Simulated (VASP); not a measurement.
A run of VASP 6.6.1:

The input POSCAR:

```
BN
1.0
   -2.5439665234      0.0000000000      0.0000000000
   -1.2719832617     -2.2031396357      0.0000000000
   -1.2719832617      0.0000000000     12.6232348039
B N
6 6
Direct
    0.5521084015      0.6666666667      0.2291165303
    0.3854417349      0.6666666667      0.5624498636
    0.2187750682      0.6666666667      0.8957831970
    0.3021084015      0.3333333333      0.0624498636
    0.1354417349      0.3333333333      0.3957831970
   -0.0312249318      0.3333333333      0.7291165303
    0.6145415985      0.6666666667      0.1042501364
    0.4478749318      0.6666666667      0.4375834697
    0.2812082652      0.6666666667      0.7709168030
   -0.1354584015      0.3333333333      0.9375834697
    0.1978749318      0.3333333333      0.2709168030
    0.0312082652      0.3333333333      0.6042501364
```

File INCAR.step1:

```
ALGO = Normal
EDIFF = 1E-4
ENCUT = 520
GGA = PE
ISMEAR = 0
ISYM = 0
LASPH = T
LCHARG = F
LREAL = F
LWAVE = T
NBANDS = 36
NELM = 80
PREC = Accurate
SIGMA = 0.05
```

File INCAR.step2:

```
ALGO = Normal
EDIFF = 1E-6
ENCUT = 520
ISIF = 2
ISMEAR = 0
ISTART = 1
ISYM = 0
LASPH = T
LCHARG = T
LELF = T
LMIXTAU = T
LREAL = F
LVHAR = T
LWAVE = F
METAGGA = R2SCAN
NBANDS = 36
NELM = 80
PREC = Accurate
SIGMA = 0.05
```

The input KPOINTS:

```
k-points
0
Gamma
  10 10 2
```

Potentials or basis: VASP PAW PBE potentials, release 64 (B, N).

Run with:

```bash
$ cat potpaw_PBE.64/B/POTCAR potpaw_PBE.64/N/POTCAR > POTCAR
$ cp INCAR.step1 INCAR
$ mpirun -np 1 vasp_std > vasp.out
$ cp INCAR.step2 INCAR
$ mpirun -np 1 vasp_std > vasp.out
```

Hardware: 1 thread of Oxide Virtual Turin-like Processor, with other jobs on the host.

How long does it take, and how much memory?

It took 19 min on 1 thread of Oxide Virtual Turin-like Processor (shared host), peak memory 0.28 GiB. Counts: k points 104.
